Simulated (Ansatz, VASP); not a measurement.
**One calculation of MgO, two programs**

```
CELL_PARAMETERS angstrom
0.02669 2.13515 2.13515
2.13515 0.02669 2.13515
2.16184 2.16184 0.00000
ATOMIC_POSITIONS crystal
Mg 0.00000 0.00000 0.00000
O 0.50000 0.50000 0.50000
```

Change from the starting cell: strain +0.0250 x Voigt [0, 0, 0, 0, 0, 1], atoms carried along.

Alike in both runs: task single point; functional PBEsol; k mesh 10 × 10 × 10; occupations gaussian, width 0.05 eV; no spin polarisation.

|  | VASP | Ansatz |
| --- | --- | --- |
| version | VASP 6.6.1 | Ansatz 0.2.0 |
| potentials or method | VASP PAW PBE potentials, release 64 (Mg, O), cutoff 520 eV | scalar-relativistic, plane waves, PAW |
| valence electrons in the cell | 8 | 16 |

```tsv
	VASP	Ansatz	Ansatz less VASP
gap on the k mesh at the Fermi level (eV)	4.15	4.15	+0.002
least direct gap on the mesh (eV)	4.15	4.15	+0.002
pressure (GPa)	-6.3	-5.7	+0.58
traceless stress, the component that is largest in VASP (GPa)	-3.48	-3.45	+0.026
```

VASP's potentials were made for PBE, not for PBEsol. VASP's potentials hold 8 valence electrons a cell and Ansatz's 16, so a difference there can come from the potentials and not from the codes.
